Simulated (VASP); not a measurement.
W3N4: single point with PBE

W3N4:

```
W N
1.0
     4.12200    0.00000    0.00000
     0.00000    4.12200    0.00000
     0.00000    0.00000    4.12200
W N
3 4
Direct
  0.50000 0.50000 0.00000
  0.00000 0.50000 0.50000
  0.50000 0.00000 0.50000
  0.50000 0.50000 0.50000
  0.50000 0.00000 0.00000
  0.00000 0.50000 0.00000
  0.00000 0.00000 0.50000
```

```json
{
  "Program": "VASP 6.6.1",
  "Task": "single point",
  "Functional": "PBE",
  "Potentials or basis": "VASP PAW PBE potentials, release 64 (W_sv, N)",
  "Cutoff": "520 eV",
  "k mesh": "12 × 12 × 12",
  "Occupations": "gaussian, width 0.1 eV",
  "Spin": "no spin polarisation",
  "Dipole correction": "no",
  "Further INCAR settings": "ALGO = Normal; EDIFF = 1e-07; NBANDS = 40"
}
```

```
Pressure               : 28.9 GPa
Band gap on the k mesh : zero (bands 31 and 32 overlap by 2.80 eV)
```

Levels at points of the mesh, in eV from the Fermi level:
```tsv
k point	band 27	band 28	band 29	band 30	band 31	band 32	band 33	band 34	band 35	band 36
(0.00, 0.00, 0.00)	-3.53	-3.53	-2.26	-2.26	-2.26	-0.90	-0.90	-0.90	-0.30	-0.30
(0.50, 0.00, 0.00)	-3.74	-3.74	-3.58	-1.80	-0.03	-0.03	0.00	0.20	0.20	2.14
(0.50, 0.50, 0.00)	-5.78	-1.61	-0.58	0.35	0.36	0.54	0.54	1.37	1.37	2.30
(0.50, 0.50, 0.50)	-3.00	-3.00	1.22	1.22	1.22	1.80	1.80	1.80	2.78	2.78
```

It took 100 s on 1 thread of Intel(R) Xeon(R) Platinum 8488C (Sapphire Rapids), on a shared host, peak memory 0.3 GiB.

Caveat: the cell stands under pressure; spin-orbit coupling is left out, which moves the levels of the heavy elements.
